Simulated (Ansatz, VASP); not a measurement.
**ZrAg3: VASP beside Ansatz**

```xyz
4
Lattice="4.2726 0.0000 0.0000 0.0000 4.2726 0.0000 0.0000 0.0000 4.2726" Properties=species:S:1:pos:R:3 pbc="T T T"
Zr    0.0000    0.0000    0.0000
Ag    0.0000    2.1363    2.1363
Ag    2.1363    2.1363    0.0000
Ag    2.1363    0.0000    2.1363
```

Alike in both runs: task single point; functional LDA; k mesh 8 × 8 × 8; occupations gaussian, width 0.05 eV; no spin polarisation.

```csv
,VASP,Ansatz
version,VASP 6.6.1,Ansatz 0.2.0
potentials or method,"VASP PAW LDA potentials, release 64 (Zr_sv, Ag), cutoff 520 eV","scalar-relativistic, plane waves, PAW"
valence electrons in the cell,45,69
```

VASP gave:

```
gap on the k mesh at the Fermi level (eV) : none
pressure (GPa)                            : -8.9
```

Q: Estimate Ansatz's values.

A: gap on the k mesh at the Fermi level (eV): none; pressure (GPa): -9.1.

LDA's correlation is that of Perdew and Zunger in VASP and of Perdew and Wang (1992) in Ansatz. A gap of «none» marks a metal or a gap that the smearing closes. VASP's potentials hold 45 valence electrons a cell and Ansatz's 69, so a difference there can come from the potentials and not from the codes.
